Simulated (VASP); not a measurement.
# Ta4O (R3m) in VASP: single point with PBE

Aim: the single point of Ta4O with PBE.

Program: VASP 6.6.1. These are calculated values, not measurements. Logs are shortened: lines on timing, memory, paths and dates and some standing lists are left out, and cuts for length are marked.

## (1) The cell of the first run

Symmetry: R3m, No. 160, trigonal system. The conventional cell has a = 5.464 Å, b = 5.464 Å, c = 8.475 Å, α = 90.00°, β = 90.00°, γ = 120.00°. Ta (site symmetry m) has 1 O at 1.48 Å within 2.0 Å. Ta (site symmetry 3m) has 3 Ta at 2.13 Å within 2.8 Å. O (site symmetry 3m) has 3 Ta at 1.48 Å within 2.0 Å.

The cell was built from a structure type or drawn by symmetry, and may not be a known phase.

## (2) Single point, PBE, collinear spin

File INCAR:

```
  ALGO = Normal
  EDIFF = 1E-6
  ENCUT = 600
  GGA = PE
  GGA_COMPAT = F
  ISIF = 2
  ISMEAR = 0
  ISPIN = 2
  LASPH = T
  LCHARG = T
  LELF = T
  LMAXMIX = 4
  LORBIT = 11
  LREAL = F
  LVHAR = T
  LWAVE = F
  MAGMOM = 1 1 1 1 0
  NBANDS = 41
  NELM = 200
  PREC = Accurate
  SIGMA = 0.1
```

File KPOINTS:

```
k-points
0
Gamma
  6 6 6
```

File POSCAR:

```
Ta4O
1.0
    2.7319256800      1.5772780300      2.8250314000
   -2.7319256800      1.5772780300      2.8250314000
    0.0000000000     -3.1545560600      2.8250314000
Ta O
4 1
Direct
    0.3294392500      0.8710097800      0.3294392500
    0.3294392500      0.3294392500      0.8710097800
    0.8710097800      0.3294392500      0.3294392500
    0.6610006300      0.6610006300      0.6610006300
    0.1376056100      0.1376056100      0.1376056100
```

Potentials or basis: VASP PAW PBE potentials, release 64 (Ta_sv_GW, O).

Command:

```sh
$ cat potpaw_PBE.64/Ta_sv_GW/POTCAR potpaw_PBE.64/O/POTCAR > POTCAR
$ mpirun -np 1 vasp_std > vasp.out
```

OUTCAR:

```text
EDIFF = 1E-6
   ENCUT = 600
   GGA = PE
   ISIF = 2
   ISMEAR = 0
   ISPIN = 2
   LASPH = T
   LORBIT = 11
   LREAL = F
   NELM = 200
   PREC = Accurate

 ion  position               nearest neighbor table
   1  0.329  0.871  0.329-   5 1.48   4 2.13   3 2.50   2 2.50   3 2.96   2 2.96   4 3.14   4 3.14
                             2 3.24   2 3.24   3 3.24   3 3.24
   2  0.329  0.329  0.871-   5 1.48   4 2.13   1 2.50   3 2.50   3 2.96   1 2.96   4 3.14   4 3.14
                             1 3.24   3 3.24   1 3.24   3 3.24
   3  0.871  0.329  0.329-   5 1.48   4 2.13   1 2.50   2 2.50   1 2.96   2 2.96   4 3.14   4 3.14
                             2 3.24   2 3.24   1 3.24   1 3.24
   4  0.661  0.661  0.661-   1 2.13   3 2.13   2 2.13   2 3.14   2 3.14   3 3.14   1 3.14   3 3.14
                             1 3.14
   5  0.138  0.138  0.138-   1 1.48   3 1.48   2 1.48

  LATTYP: Found a trigonal (rhomboedric) cell.
 ALAT       =     4.2346223381
 COS(alpha) =     0.1675878893

  Lattice vectors:

 A1 = (   2.7319256800,   1.5772780300,   2.8250314000)
 A2 = (  -2.7319256800,   1.5772780300,   2.8250314000)
 A3 = (   0.0000000000,  -3.1545560600,   2.8250314000)

Analysis of symmetry for initial positions (statically):
=====================================================================
 Subroutine PRICEL returns:
 Original cell was already a primitive cell.

 Routine SETGRP: Setting up the symmetry group for a
 trigonal (rhombohedral) supercell.

 Subroutine GETGRP returns: Found  6 space group operations
 (whereof  6 operations were pure point group operations)
 out of a pool of 12 trial point group operations.

The static configuration has the point symmetry C_3v.

Analysis of symmetry for dynamics (positions and initial velocities):
=====================================================================
 Subroutine PRICEL returns:
 Original cell was already a primitive cell.

 Routine SETGRP: Setting up the symmetry group for a
 trigonal (rhombohedral) supercell.

 Subroutine GETGRP returns: Found  6 space group operations
 (whereof  6 operations were pure point group operations)
 out of a pool of 12 trial point group operations.

The dynamic configuration has the point symmetry C_3v.

Analysis of structural, dynamic, and magnetic symmetry:
=====================================================================
 Subroutine PRICEL returns:
 Original cell was already a primitive cell.

[... 148 lines left out ...]
 maximum number of plane-waves:      2460
 NGX is ok and might be reduce to    36
   NGX = 17   NGY = 17   NGZ = 17

 number of electron      57.9999996 magnetization      -0.0006595

 number of electron      57.9999996 magnetization       0.0001349

 Free energy of the ion-electron system (eV)
  ---------------------------------------------------
  ext. energy  EPLUGINS =         0.00000000
  ---------------------------------------------------
  free energy    TOTEN  =       -34.13193981 eV

  energy without entropy =      -34.11498220  energy(sigma->0) =      -34.12346100

 E-fermi :  11.4232     XC(G=0): -12.9774

 val. band max:       11.4222022040   @ k =   0.5000   0.3333   0.1667
 cond. band min:      11.4595146387   @ k =  -0.3333   0.3333   0.3333
 fundamental gap:      0.0373124346
 Fermi energy:        11.4232343130

 spin component 1

 k-point     1 :       0.0000    0.0000    0.0000
  band No.  band energies     occupation
      1     -56.9901      1.00000
      2     -56.3537      1.00000
      3     -56.3537      1.00000
      4     -55.7211      1.00000
      5     -29.2724      1.00000
      6     -26.0279      1.00000
[... 1045 lines left out ...]
     40      18.4362      0.00000
     41      18.8246      0.00000

 [... further k-points ...]

 spin component 2

 k-point     1 :       0.0000    0.0000    0.0000
  band No.  band energies     occupation
      1     -56.9901      1.00000
      2     -56.3537      1.00000
      3     -56.3537      1.00000
      4     -55.7211      1.00000
      5     -29.2724      1.00000
      6     -26.0279      1.00000
[... 1045 lines left out ...]
     40      18.4362      0.00000
     41      18.8246      0.00000

 [... further k-points ...]

------------------------ aborting loop because EDIFF is reached ----------------------------------------

  FORCE on cell =-STRESS in cart. coord.  units (eV):
  Direction    XX          YY          ZZ          XY          YZ          ZX
  --------------------------------------------------------------------------------------
  -------------------------------------------------------------------------------------
  Total      110.6154790    110.6154794     24.6189982     -0.0000000      0.0000000      0.0000000
  in kB     2426.4694198   2426.4694298    540.0441848     -0.0000000      0.0000000      0.0000000
  external PRESSURE =    1797.6610115 kB  Pullay stress =       0.0000000 kB

 VOLUME and BASIS-vectors are now :
 -----------------------------------------------------------------------------
  energy-cutoff  :      600.00
  volume of cell :       73.04
      direct lattice vectors                 reciprocal lattice vectors
     2.731925680  1.577278030  2.825031400     0.183021084  0.105667272  0.117992789
    -2.731925680  1.577278030  2.825031400    -0.183021084  0.105667272  0.117992789
     0.000000000 -3.154556060  2.825031400     0.000000000 -0.211334544  0.117992789

 POSITION                                       TOTAL-FORCE (eV/Angst)
 -----------------------------------------------------------------------------------
     -1.47953      0.85421      4.32198        28.270761    -16.322132      2.432278
      0.00000     -1.70841      4.32198         0.000000     32.644263      2.432278
      1.47953      0.85421      4.32198       -28.270761    -16.322132      2.432278
      0.00000      0.00000      5.60204         0.000000     -0.000000     17.953843
      0.00000      0.00000      1.16622         0.000000      0.000000    -25.250678
 -----------------------------------------------------------------------------------
    total drift:                                0.000000      0.000001      0.000245

  FREE ENERGIE OF THE ION-ELECTRON SYSTEM (eV)
  ---------------------------------------------------
  free  energy   TOTEN  =       -34.1319398066 eV

  energy  without entropy=      -34.1149822018  energy(sigma->0) =      -34.12346100

 total charge

# of ion       s       p       d       f       tot
--------------------------------------------------
    1        3.600   6.051   3.409   0.334  13.395
    2        3.600   6.051   3.409   0.334  13.395
    3        3.600   6.051   3.409   0.334  13.395
    4        3.447   5.969   3.342   0.169  12.926
    5        1.733   4.169   0.000   0.000   5.902
--------------------------------------------------
tot         15.980  28.292  13.570   1.172  59.013

 magnetization (x)

# of ion       s       p       d       f       tot
--------------------------------------------------
    1        0.000  -0.000   0.000   0.000   0.000
    2        0.000  -0.000   0.000   0.000   0.000
    3        0.000  -0.000   0.000   0.000   0.000
    4       -0.000   0.000   0.000   0.000   0.000
    5       -0.000   0.000   0.000   0.000   0.000
--------------------------------------------------
tot          0.000   0.000   0.000   0.000   0.000
```

stdout:

```text
POSCAR found type information on POSCAR TaO
 POSCAR found :  2 types and       5 ions
 scaLAPACK will be used
 LDA part: xc-table for (Slater+PW92), standard interpolation
 POSCAR, INCAR and KPOINTS ok, starting setup
 FFT: planning ... GRIDC
 FFT: planning ... GRID_SOFT
 FFT: planning ... GRID
 WAVECAR not read
 entering main loop
```

Wall time 3.6 min (1 thread of Intel Xeon Platinum 8259CL at 2.50GHz (Skylake/Cascade Lake), shared host); peak memory 0.35 GiB.

Results:

* Free energy: -34.1319 eV
* Pressure: 179.8 GPa
* Largest force: 32.735 eV/Å
* Band gap on the k mesh: zero (filled and empty bands overlap)
* Net moment: 0.00 μB per cell

Forces in eV/Å, atoms in the order of the input:
```
Ta   28.271 -16.322   2.432
Ta    0.000  32.644   2.432
Ta  -28.271 -16.322   2.432
Ta    0.000   0.000  17.954
O     0.000   0.000 -25.251
```

Stress tensor (GPa, compression positive):
```
242.65   0.00   0.00
  0.00 242.65   0.00
  0.00   0.00  54.00
```

Caveat: atoms lie so close that the PAW spheres overlap strongly, which falsifies energies and pressures; the cell stands under pressure; spin-orbit coupling is left out, which moves the levels of the heavy elements; forces of over 1 eV/Å act on the atoms, so gaps and moduli don't describe the material at rest.
